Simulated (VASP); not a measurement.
Here is a VASP 6.6.1 calculation.

File INCAR:

```
SYSTEM = CaO
  PREC = Accurate
  ENCUT = 520
  EDIFF = 1E-6
  ISMEAR = 0
  SIGMA = 0.05
  LREAL = .False.
  LASPH = .True.
  NELM = 80
  ALGO = Normal
  ISIF = 2
  LWAVE = .False.
  LCHARG = .False.
  GGA = CA
  NBANDS = 24
```

Contents of KPOINTS:

```
regular mesh
0
Gamma
  9 9 6
  0 0 0
```

Contents of POSCAR:

```
CaO
1.0
    3.8671439706      0.0000000000      0.0000000000
   -1.9335719853      3.3490449187      0.0000000000
    0.0000000000      0.0000000000      5.0987362172
Ca O
2 2
Direct
    0.3333333333      0.6666666667      0.7500000000
    0.6666666667      0.3333333333      0.2500000000
    0.3333333333      0.6666666667      0.2500000000
    0.6666666667      0.3333333333      0.7500000000
```

Potentials or basis: VASP PAW LDA potentials, release 64 (Ca_sv, O).

Run with:

```bash
$ cat potpaw_LDA.64/Ca_sv/POTCAR potpaw_LDA.64/O/POTCAR > POTCAR
$ mpirun -np 1 vasp_std > vasp.out
```

**Question.** Estimate the pressure.

**Answer.** -4.0 GPa.

**Question.** Predict the band gap on the k mesh.

**Answer.** 3.15 eV.

Stress tensor (GPa, compression positive):
```
 -0.56   0.00   0.00
  0.00  -0.56   0.00
  0.00   0.00 -10.97
```

Caveat: the cell stands under tension; an odd mesh through Γ misses points on the zone boundary, where band edges can lie.
